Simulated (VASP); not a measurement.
Wanted: the native input for a VASP 6.6.1 run.

```yaml
Task: single point
Functional: PBEsol
Potentials_or_basis: VASP PAW PBE potentials, release 64 (Cd, As, Ge_d)
Cutoff: 520 eV
k_mesh: 4 × 4 × 4
Occupations: methfessel-paxton, width 0.05 eV
Spin: no spin polarisation
Dipole_correction: no
Further_INCAR_settings: ALGO = Normal; EDIFF = 1e-06; NBANDS = 26
```

The structure of CdGeAs2 lies in POSCAR:

```
CdGeAs2
1.0
    4.0763717120      0.0000000000      0.0000000000
    0.0000000000      4.0763717120      0.0000000000
    0.0000000000      0.0000000000      6.1183213177
Cd As Ge
1 2 1
Direct
    0.0000000000      0.0000000000      0.0000000000
    0.0000000000      0.5000000000      0.2672334419
    0.5000000000      0.0000000000      0.7327665581
    0.5000000000      0.5000000000      0.5000000000
```

These files were run (other wordings do the same):

INCAR

```
PREC = Accurate
ENCUT = 520
EDIFF = 1E-6
ISMEAR = 1
SIGMA = 0.05
LREAL = F
LASPH = T
NELM = 100
ALGO = Normal
ISIF = 2
LWAVE = F
LCHARG = T
GGA = PS
LELF = T
LVHAR = T
NBANDS = 26
```

KPOINTS

```
regular mesh
0
Gamma
  4 4 4
```

Potentials or basis: VASP PAW PBE potentials, release 64 (Cd, As, Ge_d).

Run with:

```sh
$ cat potpaw_PBE.64/Cd/POTCAR potpaw_PBE.64/As/POTCAR potpaw_PBE.64/Ge_d/POTCAR > POTCAR
$ mpirun -np 1 vasp_std > vasp.out
```

Results of the run:

The pressure is -0.3 GPa. The largest force is 0.101 eV/Å. The band gap on the k mesh is zero (band 18 reaches 3.18 eV, above the bottom of band 19 at 2.88 eV).

Caveat: the k points lie up to 0.39 Å⁻¹ apart; the PAW data sets were made with another functional, which shifts forces and pressure a little.

Run time: 29 s on 1 thread of Intel(R) Xeon(R) Platinum 8488C (Sapphire Rapids) (shared host), peak memory 0.21 GiB.
